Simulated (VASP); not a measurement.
# Co (P6_3/mmc) in VASP: a series of runs

Runs on Co. Level: LDA. Tasks: single point, relaxation of shape and atoms at fixed volume.

Program: VASP 6.6.1. These are calculated values, not measurements. Logs are shortened: lines on timing, memory, paths and dates and some standing lists are left out, and cuts for length are marked.

## 1. The cell of the first run

The structure is hexagonal, space group P6_3/mmc (No. 194). Conventional cell: a = 2.388 Å, b = 2.388 Å, c = 3.850 Å, α = 90.00°, β = 90.00°, γ = 120.00°. Co (site symmetry -6m2) has 12 Co at 2.37 to 2.39 Å within 3.1 Å.

## 2. Single point, LDA, collinear spin, ferromagnetic start (9.50 Å³/atom)

Input file INCAR:

```
ALGO = Normal
EDIFF = 1E-6
ENCUT = 600
GGA = CA
GGA_COMPAT = False
ISIF = 2
ISMEAR = -1
ISPIN = 2
LASPH = True
LCHARG = True
LELF = True
LMAXMIX = 4
LORBIT = 11
LREAL = False
LVHAR = True
LWAVE = False
MAGMOM = 1.7 1.7
NBANDS = 20
NELM = 200
PREC = Accurate
SIGMA = 0.1
```

Input file KPOINTS:

```
k-points
0
Gamma
  18 18 10
```

Input file POSCAR:

```
Co
1.0
    2.3877435913      0.0000000000      0.0000000000
   -1.1938717957      2.0678466078      0.0000000000
    0.0000000000      0.0000000000      3.8495312594
Co
2
Direct
    0.3333333333      0.6666666667      0.2500000000
    0.6666666667      0.3333333333      0.7500000000
```

Potentials or basis: VASP PAW LDA potentials, release 64 (Co).

Started as:

```
> cat potpaw_LDA.64/Co/POTCAR > POTCAR
> mpirun -np 1 vasp_std > vasp.out
```

OUTCAR:

```text
EDIFF = 1E-6
   ENCUT = 600
   GGA = CA
   ISIF = 2
   ISMEAR = -1
   ISPIN = 2
   LASPH = True
   LORBIT = 11
   LREAL = False
   NELM = 200
   PREC = Accurate

 ion  position               nearest neighbor table
   1  0.333  0.667  0.250-   2 2.37   2 2.37   2 2.37   2 2.37   2 2.37   2 2.37
   2  0.667  0.333  0.750-   1 2.37   1 2.37   1 2.37   1 2.37   1 2.37   1 2.37

  LATTYP: Found a hexagonal cell.
 ALAT       =     2.3877435913
 C/A-ratio  =     1.6122046242

  Lattice vectors:

 A1 = (   2.3877435913,   0.0000000000,   0.0000000000)
 A2 = (  -1.1938717957,   2.0678466078,   0.0000000000)
 A3 = (   0.0000000000,   0.0000000000,   3.8495312594)

Analysis of symmetry for initial positions (statically):
=====================================================================
 Subroutine PRICEL returns:
 Original cell was already a primitive cell.

 Routine SETGRP: Setting up the symmetry group for a
 hexagonal supercell.

 Subroutine GETGRP returns: Found 24 space group operations
 (whereof 12 operations were pure point group operations)
 out of a pool of 24 trial point group operations.

The static configuration has the point symmetry D_3d.
 The point group associated with its full space group is D_6h.

Analysis of symmetry for dynamics (positions and initial velocities):
=====================================================================
 Subroutine PRICEL returns:
 Original cell was already a primitive cell.

 Routine SETGRP: Setting up the symmetry group for a
 hexagonal supercell.

 Subroutine GETGRP returns: Found 24 space group operations
 (whereof 12 operations were pure point group operations)
 out of a pool of 24 trial point group operations.

The dynamic configuration has the point symmetry D_3d.
 The point group associated with its full space group is D_6h.

Analysis of structural, dynamic, and magnetic symmetry:
=====================================================================
 Subroutine PRICEL returns:
 Original cell was already a primitive cell.

 Routine SETGRP: Setting up the symmetry group for a
 hexagonal supercell.

 Subroutine GETGRP returns: Found 24 space group operations
 (whereof 12 operations were pure point group operations)
 out of a pool of 24 trial point group operations.

The overall configuration has the point symmetry D_3d.
 The point group associated with its full space group is D_6h.

 Subroutine INISYM returns: Found 24 space group operations
 (whereof 12 operations are pure point group operations),
 and found     1 'primitive' translations

----------------------------------------------------------------------------------------

                                     Primitive cell

  volume of cell :      19.0070

  direct lattice vectors                    reciprocal lattice vectors
     2.387743591  0.000000000  0.000000000     0.418805438  0.241797432  0.000000000
    -1.193871796  2.067846608  0.000000000     0.000000000  0.483594864  0.000000000
     0.000000000  0.000000000  3.849531259     0.000000000  0.000000000  0.259771887

  length of vectors
     2.387743591  2.387743591  3.849531259     0.483594864  0.483594864  0.259771887

  position of ions in fractional coordinates (direct lattice)
     0.333333333  0.666666667  0.250000000
     0.666666667  0.333333333  0.750000000

  ion indices of the primitive-cell ions
   primitive index   ion index
                 1           1
                 2           2

----------------------------------------------------------------------------------------

 KPOINTS: k-points

Automatic generation of k-mesh.
 Grid dimensions read from file:
 generate k-points for:   18   18   10

 Generating k-lattice:

  Cartesian coordinates                     Fractional coordinates (reciprocal lattice)
     0.023266969  0.013433191  0.000000000     0.055555556 -0.000000000  0.000000000
     0.000000000  0.026866381  0.000000000     0.000000000  0.055555556  0.000000000
     0.000000000  0.000000000  0.025977189     0.000000000  0.000000000  0.100000000

  Length of vectors
     0.026866381  0.026866381  0.025977189

  Shift w.r.t. Gamma in fractional coordinates (k-lattice)
     0.000000000  0.000000000  0.000000000

 Subroutine IBZKPT returns following result:
 ===========================================

 Found    222 irreducible k-points:

 Following reciprocal coordinates:
            Coordinates               Weight
  0.000000  0.000000  0.000000      1.000000
  0.055556  0.000000  0.000000      6.000000
  0.111111  0.000000  0.000000      6.000000
  0.166667  0.000000  0.000000      6.000000
  0.222222  0.000000  0.000000      6.000000
  0.277778  0.000000  0.000000      6.000000
[... 16 lines left out ...]
  0.333333  0.111111  0.000000     12.000000
  0.388889  0.111111  0.000000     12.000000
 [... further k-points ...]
   k-points           NKPTS =    222   k-points in BZ     NKDIM =    222   number of bands    NBANDS=     20
   number of dos      NEDOS =    301   number of ions     NIONS =      2
   total plane-waves  NPLWV =  12800
   dimension x,y,z NGX =    20 NGY =   20 NGZ =   32
   dimension x,y,z NGXF=    40 NGYF=   40 NGZF=   64
   ions per type =               2
   NGX,Y,Z   is equivalent  to a cutoff of  13.92, 13.92, 13.82 a.u.
   NGXF,Y,Z  is equivalent  to a cutoff of  27.85, 27.85, 27.64 a.u.
 SYSTEM =  unknown system
   PREC   = accura    normal or accurate (medium, high low for compatibility)
   ISTART =      0    job   : 0-new  1-cont  2-samecut
   ICHARG =      2    charge: 1-file 2-atom 10-const
   ISPIN  =      2    spin polarized calculation?
   LNONCOLLINEAR =      F non collinear calculations
   LSORBIT =      F    spin-orbit coupling
   LASPH  =      T    aspherical Exc in radial PAW
   ENCUT  =  600.0 eV  44.10 Ry    6.64 a.u.   4.77  4.77  7.69*2*pi/ulx,y,z
   NELM   =    200;   NELMIN=  2; NELMDL= -5     # of ELM steps
   EDIFF  = 0.1E-05   stopping-criterion for ELM
   LREAL  =      F    real-space projection
   EDIFFG = 0.1E-04   stopping-criterion for IOM
   NSW    =      0    number of steps for IOM
   IBRION =     -1    ionic relax: 0-MD 1-quasi-New 2-CG
   NFREE  =      0    steps in history (QN), initial steepest desc. (CG)
   ISIF   =      2    stress and relaxation
   ISYM   =      2    0-nonsym 1-usesym 2-fastsym
   POTIM  = 0.5000    time-step for ionic-motion
   TEBEG  =    0.0;   TEEND  =   0.0 temperature during run
   PSTRESS=    0.0 pullay stress
   NELECT =      18.0000    total number of electrons
   NUPDOWN=      -1.0000    fix difference up-down
   EMIN   =  10.00;   EMAX   =-10.00  energy-range for DOS
   EFERMI =   0.00;   METHOD = LEGACY
   ISMEAR =    -1;   SIGMA  =   0.10  broadening in eV -4-tet -1-fermi 0-gaus
   EFERMI_NEDOS =   21; number of points for ismear=-14 and -15
   IALGO  =     38    algorithm
   IMIX   =      4    mixing-type and parameters
     AMIX     =   0.40;   BMIX     =  1.00
     AMIX_MAG =   1.60;   BMIX_MAG =  1.00
  volume/ion in A,a.u.               =       9.50        64.13
  Fermi-wavevector in a.u.,A,eV,Ry     =   1.607661  3.038038 35.165247  2.584573
  Thomas-Fermi vector in A             =   2.703654
   LORBIT       =     11    0 simple, 1 ext, 2 COOP (PROOUT), +10 PAW based schemes
   GGA     = CA    functional components
   LHFCALC =     F    Hartree Fock is set to
   AEXX    =    0.0000 exact exchange contribution
   IVDW    =     0    specifies the selected vdW correction
   LEPSILON=     F    determine dielectric tensor
   LRPA    =     F    only Hartree local field effects (RPA)
 spin polarized calculation
  energy-cutoff  :      600.00
  volume of cell :       19.01
 maximum number of plane-waves:       656
 NGX is ok and might be reduce to    20
   NGX =  9   NGY =  9   NGZ = 15

 number of electron      18.0000002 magnetization       2.5969741

 Free energy of the ion-electron system (eV)
  ---------------------------------------------------
  ext. energy  EPLUGINS =         0.00000000
  ---------------------------------------------------
  free energy    TOTEN  =       -16.25110574 eV

  energy without entropy =      -16.15799304  energy(sigma->0) =      -16.20454939

 E-fermi :  11.9340     XC(G=0): -14.5359

 val. band max:       11.9323814340   @ k =   0.2778   0.1111   0.0000
 cond. band min:      11.9399803790   @ k =   0.2778   0.0000   0.0000
 fundamental gap:      0.0075989450
 Fermi energy:        11.9340243095

 spin component 1

 k-point     1 :       0.0000    0.0000    0.0000
  band No.  band energies     occupation
      1       2.2459      1.00000
      2       6.2348      1.00000
      3       9.3192      1.00000
      4       9.3319      1.00000
      5       9.3319      1.00000
      6       9.7348      1.00000
[... 12 lines left out ...]
     19      40.1553      0.00000
     20      40.1553      0.00000
[... 507 lines left out ...]
 k-point    24 :       0.3889    0.1111    0.0000
  band No.  band energies     occupation
      1       6.7921      1.00000
      2       6.9716      1.00000
      3       7.0893      1.00000
      4       8.8185      1.00000
      5       9.0551      1.00000
      6       9.4187      1.00000
[... 12 lines left out ...]
     19      36.7397      0.00000
     20      39.3457      0.00000

 [... further k-points ...]

 spin component 2

 k-point     1 :       0.0000    0.0000    0.0000
  band No.  band energies     occupation
      1       2.4171      1.00000
      2       6.9936      1.00000
      3      10.5211      1.00000
      4      10.5223      1.00000
      5      10.5223      1.00000
      6      10.9663      0.99994
[... 12 lines left out ...]
     19      40.5439      0.00000
     20      40.5439      0.00000
[... 507 lines left out ...]
 k-point    24 :       0.3889    0.1111    0.0000
  band No.  band energies     occupation
      1       7.4832      1.00000
      2       7.8582      1.00000
      3       8.0052      1.00000
      4       9.4991      1.00000
      5      10.2178      1.00000
      6      10.5271      1.00000
[... 12 lines left out ...]
     19      37.0926      0.00000
     20      39.7758      0.00000

 [... further k-points ...]

------------------------ aborting loop because EDIFF is reached ----------------------------------------

  FORCE on cell =-STRESS in cart. coord.  units (eV):
  Direction    XX          YY          ZZ          XY          YZ          ZX
  --------------------------------------------------------------------------------------
  -------------------------------------------------------------------------------------
  Total        1.4917825      1.4917825      1.4392763     -0.0000000      0.0000000      0.0000000
  in kB      125.7483339    125.7483339    121.3223735     -0.0000000      0.0000000      0.0000000
  external PRESSURE =     124.2730138 kB  Pullay stress =       0.0000000 kB

 VOLUME and BASIS-vectors are now :
 -----------------------------------------------------------------------------
  energy-cutoff  :      600.00
  volume of cell :       19.01
      direct lattice vectors                 reciprocal lattice vectors
     2.387743591  0.000000000  0.000000000     0.418805438  0.241797432  0.000000000
    -1.193871796  2.067846608  0.000000000     0.000000000  0.483594864  0.000000000
     0.000000000  0.000000000  3.849531259     0.000000000  0.000000000  0.259771887

 POSITION                                       TOTAL-FORCE (eV/Angst)
 -----------------------------------------------------------------------------------
     -0.00000      1.37856      0.96238         0.000000     -0.000000      0.000000
      1.19387      0.68928      2.88715        -0.000000      0.000000      0.000000
 -----------------------------------------------------------------------------------
    total drift:                               -0.000000     -0.000000     -0.000000

  FREE ENERGIE OF THE ION-ELECTRON SYSTEM (eV)
  ---------------------------------------------------
  free  energy   TOTEN  =       -16.2511057397 eV

  energy  without entropy=      -16.1579930373  energy(sigma->0) =      -16.20454939

 total charge

# of ion       s       p       d       tot
------------------------------------------
    1        0.547   0.642   7.383   8.572
    2        0.547   0.642   7.383   8.572
--------------------------------------------------
tot          1.095   1.284  14.766  17.144

 magnetization (x)

# of ion       s       p       d       tot
------------------------------------------
    1       -0.012  -0.035   1.333   1.286
    2       -0.012  -0.035   1.333   1.286
--------------------------------------------------
tot         -0.024  -0.070   2.667   2.573
```

It took 72 s on 1 thread of Intel Xeon 6975P-C (Granite Rapids), shared host; peak memory 0.24 GiB.

Results:

```yaml
Free_energy: -16.2511 eV
Pressure: 12.4 GPa
Net_moment: 2.60 μB per cell
Site_moments: Co +1.29 μB
Valence_electrons_inside_the_program's_atomic_spheres: Co 8.57
```

Levels at points of the mesh, in eV from the Fermi level:
Spin up:
```csv
k point,band 8,band 9,band 10,band 11,band 12,band 13
"(0.00, 0.00, 0.00)",-1.77,-1.77,-0.38,-0.38,-0.08,7.80
"(0.50, 0.00, 0.00)",-0.23,-0.08,-0.04,1.87,4.16,10.87
"(0.00, 0.00, 0.50)",-2.69,-0.76,-0.76,-0.76,-0.76,16.74
"(0.50, 0.00, 0.50)",-0.78,-0.11,-0.11,1.92,1.92,8.66
```
Spin down:
```csv
k point,band 5,band 6,band 7,band 8,band 9,band 10,band 11,band 12
"(0.00, 0.00, 0.00)",-1.41,-0.97,-0.97,-0.49,-0.49,0.09,0.99,0.99
"(0.50, 0.00, 0.00)",-1.61,-1.41,-0.94,1.15,1.32,1.35,2.87,4.97
"(0.00, 0.00, 0.50)",-1.49,-1.49,-1.49,-1.49,0.59,0.59,0.59,0.59
"(0.50, 0.00, 0.50)",-0.34,-0.34,0.22,0.22,1.27,1.27,2.53,2.53
```

Caveat: the cell stands under pressure.

## 3. Single point, LDA, collinear spin, ferromagnetic start (10.00 Å³/atom)

This run uses another cell than the first one, of 10.00 Å³/atom.

Input file INCAR:

```
SYSTEM = Co
ALGO = Normal
EDIFF = 1E-6
ENCUT = 600
GGA = CA
GGA_COMPAT = .FALSE.
ISIF = 2
ISMEAR = -1
ISPIN = 2
LASPH = .TRUE.
LCHARG = .FALSE.
LMAXMIX = 4
LORBIT = 11
LREAL = .FALSE.
LWAVE = .FALSE.
MAGMOM = 1.7 1.7
NBANDS = 20
NELM = 200
PREC = Accurate
SIGMA = 0.1
```

Input file KPOINTS:

```
k-points
0
G
  18 18 10
  0 0 0
```

Input file POSCAR:

```
Co
1.0
    2.4281594355      0.0000000000      0.0000000000
   -1.2140797177      2.1028477556      0.0000000000
    0.0000000000      0.0000000000      3.9183680118
Co
2
Direct
    0.3333333333      0.6666666667      0.2500000000
    0.6666666667      0.3333333333      0.7500000000
```

Potentials or basis: VASP PAW LDA potentials, release 64 (Co).

Started as:

```
> cat potpaw_LDA.64/Co/POTCAR > POTCAR
> mpirun -np 1 vasp_std > vasp.out
```

Run time: 72 s. Hardware: 1 thread of Intel Xeon 6975P-C (Granite Rapids), shared host; peak memory 0.25 GiB.

It converged, with:

| Item | Value |
| --- | --- |
| Free energy | -16.2839 eV |
| Pressure | -1.7 GPa |
| Net moment | 2.87 μB per cell |
| Site moments | Co +1.43 μB |
| Valence electrons inside the program's atomic spheres | Co 8.45 |

Stress tensor (GPa, compression positive):
```
-1.51  0.00  0.00
 0.00 -1.51  0.00
 0.00  0.00 -1.93
```

Levels at points of the mesh, in eV from the Fermi level:
Spin up:
```tsv
k point	band 7	band 8	band 9	band 10	band 11	band 12	band 13	band 14
(0.00, 0.00, 0.00)	-2.16	-1.75	-1.75	-0.48	-0.48	-0.06	7.26	22.65
(0.50, 0.00, 0.00)	-2.06	-0.34	-0.21	-0.16	1.69	3.86	10.41	11.14
(0.00, 0.00, 0.50)	-2.60	-2.60	-0.83	-0.83	-0.83	-0.83	16.08	16.08
(0.50, 0.00, 0.50)	-0.82	-0.82	-0.23	-0.23	1.81	1.81	8.14	8.14
```
Spin down:
```
           k point  band 5  band 6  band 7  band 8  band 9  band 10
(0.00, 0.00, 0.00)   -1.21   -0.80   -0.80   -0.34   -0.34     0.10
(0.50, 0.00, 0.00)   -1.39   -1.23   -0.78    1.18    1.33     1.36
(0.00, 0.00, 0.50)   -1.28   -1.28   -1.28   -1.28    0.65     0.65
(0.50, 0.00, 0.50)   -0.21   -0.21    0.29    0.29    1.29     1.29
```

## 4. Single point, LDA, collinear spin, ferromagnetic start (10.00 Å³/atom)

This run uses another cell than the first one, of 10.00 Å³/atom.

Input file INCAR:

```
PREC     = Accurate       # precision mode
ENCUT    = 600            # plane-wave cutoff, eV
EDIFF    = 1E-6           # SCF threshold, eV
ISMEAR   = -1             # smearing method
SIGMA    = 0.1            # smearing width, eV
LREAL    = F              # projectors in reciprocal space
LASPH    = T              # aspherical terms in the spheres
NELM     = 200            # most SCF steps
ALGO     = Normal         # electronic algorithm
ISIF     = 2              # what is computed and relaxed
LWAVE    = F              # write WAVECAR
LCHARG   = T              # write CHGCAR
ISPIN    = 2              # spin polarisation
MAGMOM   = 1.7 1.7        # initial moments
LORBIT   = 11             # projections on sites
LMAXMIX  = 4              # l up to which the mixer works
LELF     = T              # ELF
LVHAR    = T            
NBANDS   = 20             # bands
GGA_COMPAT= F
```

Input file KPOINTS:

```
regular mesh
0
Gamma
  18 18 10
```

POSCAR is that of step 3.

Started as:

```
> cat potpaw_LDA.64/Co/POTCAR > POTCAR
> mpirun -np 1 vasp_std > vasp.out
```

Run time: 78 s. Hardware: 1 thread of Intel Xeon 6975P-C (Granite Rapids), shared host; peak memory 0.25 GiB.

The run converged. Its results:

```yaml
Free_energy: -16.2839 eV
Pressure: -1.7 GPa
Net_moment: 2.87 μB per cell
Site_moments: Co +1.43 μB
Valence_electrons_inside_the_program's_atomic_spheres: Co 8.45
```

Stress tensor (GPa, compression positive):
```
-1.51  0.00  0.00
 0.00 -1.51  0.00
 0.00  0.00 -1.93
```

Levels at points of the mesh, in eV from the Fermi level:
Spin up:
| k point | band 7 | band 8 | band 9 | band 10 | band 11 | band 12 | band 13 | band 14 |
| --- | --- | --- | --- | --- | --- | --- | --- | --- |
| (0.00, 0.00, 0.00) | -2.16 | -1.75 | -1.75 | -0.48 | -0.48 | -0.06 | 7.26 | 22.65 |
| (0.50, 0.00, 0.00) | -2.06 | -0.34 | -0.21 | -0.16 | 1.69 | 3.86 | 10.41 | 11.14 |
| (0.00, 0.00, 0.50) | -2.60 | -2.60 | -0.83 | -0.83 | -0.83 | -0.83 | 16.08 | 16.08 |
| (0.50, 0.00, 0.50) | -0.82 | -0.82 | -0.23 | -0.23 | 1.81 | 1.81 | 8.14 | 8.14 |
Spin down:
| k point | band 5 | band 6 | band 7 | band 8 | band 9 | band 10 |
| --- | --- | --- | --- | --- | --- | --- |
| (0.00, 0.00, 0.00) | -1.21 | -0.80 | -0.80 | -0.34 | -0.34 | 0.10 |
| (0.50, 0.00, 0.00) | -1.39 | -1.23 | -0.78 | 1.18 | 1.33 | 1.36 |
| (0.00, 0.00, 0.50) | -1.28 | -1.28 | -1.28 | -1.28 | 0.65 | 0.65 |
| (0.50, 0.00, 0.50) | -0.21 | -0.21 | 0.29 | 0.29 | 1.29 | 1.29 |

## 5. Relaxation of shape and atoms at fixed volume, LDA, collinear spin, ferromagnetic start

This run uses another cell than the first one, of 4.00 Å³/atom.

Input file INCAR:

```
SYSTEM = Co
PREC = Accurate
ENCUT = 600
EDIFF = 1E-7
ISMEAR = -1
SIGMA = 0.1
LREAL = .FALSE.
LASPH = .TRUE.
NELM = 200
ALGO = Normal
ISIF = 4
LWAVE = .FALSE.
LCHARG = .FALSE.
ISPIN = 2
MAGMOM = 1.7 1.7
LORBIT = 11
LMAXMIX = 4
GGA = CA
IBRION = 2
NSW = 50
EDIFFG = -0.005
GGA_COMPAT = .FALSE.
NELMIN = 4
```

Input file KPOINTS:

```
regular mesh
0
G
  18 18 10
  0 0 0
```

Input file POSCAR:

```
Co
1.0
    1.7890831688      0.0000000000      0.0000000000
   -0.8945415844      1.5493914737      0.0000000000
    0.0000000000      0.0000000000      2.8870782358
Co
2
Direct
    0.3333333333      0.6666666667      0.2500000000
    0.6666666667      0.3333333333      0.7500000000
```

Started as:

```
> cat potpaw_LDA.64/Co/POTCAR > POTCAR
> mpirun -np 1 vasp_std > vasp.out
```

Wall time 48 s (1 thread of Intel Xeon 6975P-C (Granite Rapids), shared host); peak memory 0.16 GiB.

The run converged, but its numbers aren't listed here, since they failed a check.

Caveat: atoms lie so close that the PAW spheres overlap strongly, which falsifies energies and pressures; the moments typed at the start vanished in this run.
